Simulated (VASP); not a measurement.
# Ir (Fm-3m) in VASP: further runs

The runs below take Ir through single point, with PBEsol.

Everything below comes from runs of VASP 6.6.1. Logs are shortened: lines on timing, memory, paths and dates and some standing lists are left out, and cuts for length are marked.

## Step 1: The cell of the first run

It takes space group Fm-3m (No. 225, cubic). The conventional cell has a = 3.785 Å, b = 3.785 Å, c = 3.785 Å, α = 90.00°, β = 90.00°, γ = 90.00°. Ir (site symmetry m-3m) has 12 Ir at 2.68 Å within 3.5 Å.

## Step 2: Single point, PBEsol

File INCAR:

```
SYSTEM = Ir
ALGO = Normal
EDIFF = 1E-6
ENCUT = 560
GGA = PS
GGA_COMPAT = .FALSE.
ISIF = 2
ISMEAR = -1
LASPH = .TRUE.
LCHARG = .TRUE.
LELF = .TRUE.
LREAL = .FALSE.
LVHAR = .TRUE.
LWAVE = .FALSE.
NBANDS = 14
NELM = 120
PREC = Accurate
SIGMA = 0.05
```

File KPOINTS:

```
k-points
0
G
  24 24 24
  0 0 0
```

File POSCAR:

```
Ir
1.0
    0.0000000000      1.8927078395      1.8927078395
    1.8927078395      0.0000000000      1.8927078395
    1.8927078395      1.8927078395      0.0000000000
Ir
1
Direct
    0.0000000000      0.0000000000      0.0000000000
```

Potentials or basis: VASP PAW PBE potentials, release 64 (Ir_sv_GW).

Command:

```sh
> cat potpaw_PBE.64/Ir_sv_GW/POTCAR > POTCAR
> mpirun -np 1 vasp_std > vasp.out
```

OUTCAR:

```text
SYSTEM = Ir
   EDIFF = 1E-6
   ENCUT = 560
   GGA = PS
   ISIF = 2
   ISMEAR = -1
   LASPH = .TRUE.
   LREAL = .FALSE.
   NELM = 120
   PREC = Accurate

 ion  position               nearest neighbor table
   1  0.000  0.000  0.000-

  LATTYP: Found a face centered cubic cell.
 ALAT       =     3.7854156790

  Lattice vectors:

 A1 = (   0.0000000000,   1.8927078395,   1.8927078395)
 A2 = (   1.8927078395,   0.0000000000,   1.8927078395)
 A3 = (   1.8927078395,   1.8927078395,   0.0000000000)

Analysis of symmetry for initial positions (statically):
=====================================================================
 Subroutine PRICEL returns:
 Original cell was already a primitive cell.

 Routine SETGRP: Setting up the symmetry group for a
 face centered cubic supercell.

 Subroutine GETGRP returns: Found 48 space group operations
 (whereof 48 operations were pure point group operations)
 out of a pool of 48 trial point group operations.

The static configuration has the point symmetry O_h .

Analysis of symmetry for dynamics (positions and initial velocities):
=====================================================================
 Subroutine PRICEL returns:
 Original cell was already a primitive cell.

 Routine SETGRP: Setting up the symmetry group for a
 face centered cubic supercell.

 Subroutine GETGRP returns: Found 48 space group operations
 (whereof 48 operations were pure point group operations)
 out of a pool of 48 trial point group operations.

The dynamic configuration has the point symmetry O_h .

 Subroutine INISYM returns: Found 48 space group operations
 (whereof 48 operations are pure point group operations),
 and found     1 'primitive' translations

----------------------------------------------------------------------------------------

                                     Primitive cell

  volume of cell :      13.5607

  direct lattice vectors                    reciprocal lattice vectors
     0.000000000  1.892707840  1.892707840    -0.264171781  0.264171781  0.264171781
     1.892707840  0.000000000  1.892707840     0.264171781 -0.264171781  0.264171781
     1.892707840  1.892707840  0.000000000     0.264171781  0.264171781 -0.264171781

  length of vectors
     2.676693096  2.676693096  2.676693096     0.457558946  0.457558946  0.457558946

  position of ions in fractional coordinates (direct lattice)
     0.000000000  0.000000000  0.000000000

  ion indices of the primitive-cell ions
   primitive index   ion index
                 1           1

----------------------------------------------------------------------------------------

 KPOINTS: k-points

Automatic generation of k-mesh.
 Grid dimensions read from file:
 generate k-points for:   24   24   24

 Generating k-lattice:

  Cartesian coordinates                     Fractional coordinates (reciprocal lattice)
    -0.011007158  0.011007158  0.011007158     0.041666667  0.000000000  0.000000000
     0.011007158 -0.011007158  0.011007158     0.000000000  0.041666667  0.000000000
     0.011007158  0.011007158 -0.011007158     0.000000000  0.000000000  0.041666667

  Length of vectors
     0.019064956  0.019064956  0.019064956

  Shift w.r.t. Gamma in fractional coordinates (k-lattice)
     0.000000000  0.000000000  0.000000000

 Subroutine IBZKPT returns following result:
 ===========================================

 Found    413 irreducible k-points:

 Following reciprocal coordinates:
            Coordinates               Weight
  0.000000  0.000000  0.000000      1.000000
  0.041667  0.000000  0.000000      8.000000
  0.083333  0.000000  0.000000      8.000000
  0.125000  0.000000  0.000000      8.000000
  0.166667  0.000000  0.000000      8.000000
  0.208333  0.000000  0.000000      8.000000
[... 16 lines left out ...]
  0.416667  0.041667  0.000000     24.000000
  0.458333  0.041667  0.000000     24.000000
 [... further k-points ...]
   k-points           NKPTS =    413   k-points in BZ     NKDIM =    413   number of bands    NBANDS=     14
   number of dos      NEDOS =    301   number of ions     NIONS =      1
   total plane-waves  NPLWV =  13824
   dimension x,y,z NGX =    24 NGY =   24 NGZ =   24
   dimension x,y,z NGXF=    48 NGYF=   48 NGZF=   48
   ions per type =               1
   NGX,Y,Z   is equivalent  to a cutoff of  14.91, 14.91, 14.91 a.u.
   NGXF,Y,Z  is equivalent  to a cutoff of  29.81, 29.81, 29.81 a.u.
 SYSTEM =  Ir
   PREC   = accura    normal or accurate (medium, high low for compatibility)
   ISTART =      0    job   : 0-new  1-cont  2-samecut
   ICHARG =      2    charge: 1-file 2-atom 10-const
   ISPIN  =      1    spin polarized calculation?
   LNONCOLLINEAR =      F non collinear calculations
   LSORBIT =      F    spin-orbit coupling
   LASPH  =      T    aspherical Exc in radial PAW
   ENCUT  =  560.0 eV  41.16 Ry    6.42 a.u.   5.16  5.16  5.16*2*pi/ulx,y,z
   NELM   =    120;   NELMIN=  2; NELMDL= -5     # of ELM steps
   EDIFF  = 0.1E-05   stopping-criterion for ELM
   LREAL  =      F    real-space projection
   EDIFFG = 0.1E-04   stopping-criterion for IOM
   NSW    =      0    number of steps for IOM
   IBRION =     -1    ionic relax: 0-MD 1-quasi-New 2-CG
   NFREE  =      0    steps in history (QN), initial steepest desc. (CG)
   ISIF   =      2    stress and relaxation
   ISYM   =      2    0-nonsym 1-usesym 2-fastsym
   POTIM  = 0.5000    time-step for ionic-motion
   TEBEG  =    0.0;   TEEND  =   0.0 temperature during run
   PSTRESS=    0.0 pullay stress
   NELECT =      17.0000    total number of electrons
   NUPDOWN=      -1.0000    fix difference up-down
   EMIN   =  10.00;   EMAX   =-10.00  energy-range for DOS
   EFERMI =   0.00;   METHOD = LEGACY
   ISMEAR =    -1;   SIGMA  =   0.05  broadening in eV -4-tet -1-fermi 0-gaus
   EFERMI_NEDOS =   21; number of points for ismear=-14 and -15
   IALGO  =     38    algorithm
   IMIX   =      4    mixing-type and parameters
     AMIX     =   0.40;   BMIX     =  1.00
     AMIX_MAG =   1.60;   BMIX_MAG =  1.00
  volume/ion in A,a.u.               =      13.56        91.51
  Fermi-wavevector in a.u.,A,eV,Ry     =   1.765215  3.335772 42.395526  3.115983
  Thomas-Fermi vector in A             =   2.833040
   LORBIT       =      0    0 simple, 1 ext, 2 COOP (PROOUT), +10 PAW based schemes
   GGA     = PS    functional components
   LHFCALC =     F    Hartree Fock is set to
   AEXX    =    0.0000 exact exchange contribution
   IVDW    =     0    specifies the selected vdW correction
   LEPSILON=     F    determine dielectric tensor
   LRPA    =     F    only Hartree local field effects (RPA)
 non-spin polarized calculation
  energy-cutoff  :      560.00
  volume of cell :       13.56
 maximum number of plane-waves:       420
 NGX is ok and might be reduce to    24
   NGX = 11   NGY = 11   NGZ = 11

 number of electron      17.0000000 magnetization

 Free energy of the ion-electron system (eV)
  ---------------------------------------------------
  ext. energy  EPLUGINS =         0.00000000
  ---------------------------------------------------
  free energy    TOTEN  =       -10.38054359 eV

  energy without entropy =      -10.37343301  energy(sigma->0) =      -10.37698830

 E-fermi :  13.5818     XC(G=0): -14.9806

 val. band max:       13.5795303459   @ k =   0.4167   0.0833   0.0417
 cond. band min:      13.5876298533   @ k =  -0.3750   0.1250   0.0000
 fundamental gap:      0.0080995074
 Fermi energy:        13.5818170636

 k-point     1 :       0.0000    0.0000    0.0000
  band No.  band energies     occupation
      1     -79.5736      2.00000
      2     -35.9104      2.00000
      3     -35.9104      2.00000
      4     -35.9104      2.00000
      5       1.9475      2.00000
      6       9.4238      2.00000
      7       9.4238      2.00000
      8       9.4238      2.00000
      9      12.3226      2.00000
     10      12.3226      2.00000
     11      27.0289      0.00000
     12      32.7732      0.00000
     13      32.7732      0.00000
     14      32.7732      0.00000

 k-point     2 :       0.0417    0.0000    0.0000
  band No.  band energies     occupation
      1     -79.5722      2.00000
      2     -35.9267      2.00000
      3     -35.9126      2.00000
      4     -35.9126      2.00000
      5       2.0294      2.00000
      6       9.3774      2.00000
      7       9.4599      2.00000
      8       9.4599      2.00000
      9      12.2971      2.00000
     10      12.2971      2.00000
     11      27.1753      0.00000
     12      32.3831      0.00000
     13      32.9127      0.00000
     14      32.9127      0.00000

 k-point     3 :       0.0833    0.0000    0.0000
  band No.  band energies     occupation
      1     -79.5680      2.00000
      2     -35.9738      2.00000
      3     -35.9189      2.00000
      4     -35.9189      2.00000
      5       2.2703      2.00000
      6       9.2499      2.00000
      7       9.5611      2.00000
      8       9.5611      2.00000
      9      12.2316      2.00000
     10      12.2316      2.00000
     11      27.5950      0.00000
     12      31.4832      0.00000
     13      33.3247      0.00000
     14      33.3247      0.00000

 k-point     4 :       0.1250    0.0000    0.0000
  band No.  band energies     occupation
      1     -79.5618      2.00000
      2     -36.0496      2.00000
      3     -35.9292      2.00000
      4     -35.9292      2.00000
      5       2.6540      2.00000
      6       9.0747      2.00000
      7       9.7030      2.00000
      8       9.7030      2.00000
      9      12.1600      2.00000
     10      12.1600      2.00000
     11      28.2186      0.00000
     12      30.4337      0.00000
     13      33.9911      0.00000
     14      33.9911      0.00000

 k-point     5 :       0.1667    0.0000    0.0000
  band No.  band energies     occupation
      1     -79.5529      2.00000
      2     -36.1463      2.00000
      3     -35.9421      2.00000
      4     -35.9421      2.00000
      5       3.1499      2.00000
      6       8.9041      2.00000
      7       9.8406      2.00000
      8       9.8406      2.00000
      9      12.1395      2.00000
     10      12.1395      2.00000
     11      28.7486      0.00000
[... 276 lines left out ...]
 k-point    22 :       0.3750    0.0417    0.0000
  band No.  band energies     occupation
      1     -79.5072      2.00000
      2     -36.6660      2.00000
      3     -36.0268      2.00000
      4     -36.0175      2.00000
      5       5.0370      2.00000
      6       9.4869      2.00000
      7       9.6407      2.00000
      8      10.2336      2.00000
      9      13.5792      1.02606
     10      13.9036      0.00320
     11      24.2154      0.00000
     12      28.1964      0.00000
     13      34.5527      0.00000
     14      35.4763      0.00000

 k-point    23 :       0.4167    0.0417    0.0000
  band No.  band energies     occupation
      1     -79.5004      2.00000
      2     -36.7431      2.00000
      3     -36.0362      2.00000
      4     -36.0313      2.00000
      5       5.0732      2.00000
      6       9.3607      2.00000
      7       9.5163      2.00000
      8      11.0966      2.00000
      9      14.1308      0.00003
     10      14.2715      0.00000
     11      22.9688      0.00000
     12      27.4914      0.00000
     13      33.6411      0.00000
     14      34.3271      0.00000

 k-point    24 :       0.4583    0.0417    0.0000
  band No.  band energies     occupation
      1     -79.4954      2.00000
      2     -36.7952      2.00000
      3     -36.0416      2.00000
      4     -36.0414      2.00000
      5       5.0688      2.00000
      6       9.2764      2.00000
      7       9.4239      2.00000
      8      11.8645      2.00000
      9      14.5118      0.00000
     10      14.6118      0.00000
     11      21.8841      0.00000
     12      27.0528      0.00000
     13      33.0673      0.00000
     14      33.4429      0.00000

 [... further k-points ...]

------------------------ aborting loop because EDIFF is reached ----------------------------------------

  FORCE on cell =-STRESS in cart. coord.  units (eV):
  Direction    XX          YY          ZZ          XY          YZ          ZX
  --------------------------------------------------------------------------------------
  -------------------------------------------------------------------------------------
  Total        1.1011602      1.1011602      1.1011602      0.0000000     -0.0000000      0.0000000
  in kB      130.1009183    130.1009183    130.1009183      0.0000000     -0.0000000      0.0000000
  external PRESSURE =     130.1009183 kB  Pullay stress =       0.0000000 kB

 VOLUME and BASIS-vectors are now :
 -----------------------------------------------------------------------------
  energy-cutoff  :      560.00
  volume of cell :       13.56
      direct lattice vectors                 reciprocal lattice vectors
     0.000000000  1.892707840  1.892707840    -0.264171781  0.264171781  0.264171781
     1.892707840  0.000000000  1.892707840     0.264171781 -0.264171781  0.264171781
     1.892707840  1.892707840  0.000000000     0.264171781  0.264171781 -0.264171781

 POSITION                                       TOTAL-FORCE (eV/Angst)
 -----------------------------------------------------------------------------------
      0.00000      0.00000      0.00000        -0.000000      0.000000      0.000000
 -----------------------------------------------------------------------------------
    total drift:                                0.000000      0.000000     -0.000000

  FREE ENERGIE OF THE ION-ELECTRON SYSTEM (eV)
  ---------------------------------------------------
  free  energy   TOTEN  =       -10.3805435925 eV

  energy  without entropy=      -10.3734330061  energy(sigma->0) =      -10.37698830
```

It took 92 s on 1 thread of Intel Xeon Platinum 8259CL at 2.50GHz (Skylake/Cascade Lake), shared host; peak memory 0.22 GiB.

Results:

- Free energy: -10.3805 eV
- Pressure: 13.0 GPa
- Band gap on the k mesh: zero (an odd number of electrons rules out a gap without spin polarisation)

Caveat: the cell stands under pressure; the PAW data sets were made with another functional, which shifts forces and pressure a little; spin-orbit coupling is left out, which moves the levels of the heavy elements.

## Step 3: Single point, PBEsol

This run uses another cell than the first one, of 13.91 Å³/atom.

File INCAR:

```
SYSTEM = Ir
PREC = Accurate
ENCUT = 560
EDIFF = 1E-6
ISMEAR = -1
SIGMA = 0.05
LREAL = .False.
LASPH = .True.
NELM = 120
ALGO = Normal
ISIF = 2
LWAVE = .False.
LCHARG = .False.
GGA = PS
NBANDS = 14
GGA_COMPAT = .False.
```

File KPOINTS:

```
Automatic mesh
0
Gamma
  24 24 24
  0 0 0
```

File POSCAR:

```
Ir
1.0
    0.0000000000      1.9087828396      1.9087828396
    1.9087828396      0.0000000000      1.9087828396
    1.9087828396      1.9087828396      0.0000000000
Ir
1
Direct
    0.0000000000      0.0000000000      0.0000000000
```

Potentials or basis: VASP PAW PBE potentials, release 64 (Ir_sv_GW).

Command:

```sh
> cat potpaw_PBE.64/Ir_sv_GW/POTCAR > POTCAR
> mpirun -np 1 vasp_std > vasp.out
```

Wall time 67 s (1 thread of AMD EPYC 7R13 (Zen 3), shared host); peak memory 0.19 GiB.

Results (log left out):

- Free energy: -10.4006 eV
- Pressure: 2.1 GPa
- Band gap on the k mesh: zero (an odd number of electrons rules out a gap without spin polarisation)

Levels at points of the mesh, in eV from the Fermi level:
| k point | band 4 | band 5 | band 6 | band 7 | band 8 | band 9 | band 10 | band 11 | band 12 | band 13 |
| --- | --- | --- | --- | --- | --- | --- | --- | --- | --- | --- |
| (0.00, 0.00, 0.00) | -49.44 | -11.36 | -4.00 | -4.00 | -4.00 | -1.21 | -1.21 | 13.53 | 19.13 | 19.13 |
| (0.50, 0.00, 0.00) | -49.56 | -8.31 | -4.11 | -4.11 | -0.85 | 0.94 | 0.94 | 7.42 | 13.19 | 19.19 |
| (0.50, 0.50, 0.00) | -49.75 | -8.14 | -7.55 | 0.92 | 1.54 | 1.54 | 1.64 | 10.72 | 11.51 | 11.51 |

Caveat: the PAW data sets were made with another functional, which shifts forces and pressure a little; spin-orbit coupling is left out, which moves the levels of the heavy elements.
